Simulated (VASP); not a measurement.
# WC: single point with r2SCAN

The system is WC.

```
W C
1.0
     2.97419    0.00000    0.00000
    -1.48709    2.57572    0.00000
     0.00000    0.00000    2.88207
W C
1 1
Direct
  0.00000 0.00000 0.00000
  0.66667 0.33333 0.50000
```

This cell differs from its parent crystal: volume scaled by 1.06, then relaxed in part.

```json
{"Program": "VASP 6.6.1", "Task": "single point", "Functional": "r2SCAN", "Potentials or basis": "VASP PAW PBE potentials, release 64 (W_sv, C)", "Cutoff": "520 eV", "k mesh": "18 × 18 × 14", "Occupations": "gaussian, width 0.1 eV", "Spin": "no spin polarisation", "Dipole correction": "no", "Further INCAR settings": "ALGO = Normal; EDIFF = 1e-07; NBANDS = 16"}
```

| Property | Result |
| --- | --- |
| Pressure | -19.1 GPa |
| Band gap on the k mesh | zero (band 9 reaches 10.88 eV, above the bottom of band 10 at 9.60 eV) |

Stress tensor (GPa, compression positive):
```
-19.23   0.00   0.00
  0.00 -19.23   0.00
  0.00   0.00 -18.96
```

Levels at points of the mesh, in eV from the Fermi level:
| k point | band 5 | band 6 | band 7 | band 8 | band 9 | band 10 | band 11 | band 12 | band 13 | band 14 |
| --- | --- | --- | --- | --- | --- | --- | --- | --- | --- | --- |
| (0.00, 0.00, 0.00) | -14.75 | -4.12 | -3.26 | -3.26 | 0.18 | 3.15 | 3.15 | 5.65 | 5.65 | 6.30 |
| (0.50, 0.00, 0.00) | -11.56 | -7.02 | -3.40 | -3.39 | -0.50 | 2.34 | 4.34 | 4.64 | 6.94 | 9.72 |
| (0.00, 0.00, 0.50) | -10.97 | -8.58 | -1.98 | -1.98 | -0.49 | -0.49 | 3.69 | 4.65 | 4.65 | 10.18 |
| (0.50, 0.00, 0.50) | -11.58 | -6.32 | -4.20 | -4.18 | 0.15 | 4.19 | 5.06 | 6.41 | 9.03 | 9.90 |

It took 110 s on 1 thread of Intel(R) Xeon(R) 6975P-C (Granite Rapids), on a shared host, peak memory 0.23 GiB.

Caveat: the PAW data sets were made with another functional, which shifts forces and pressure a little; spin-orbit coupling is left out, which moves the levels of the heavy elements.
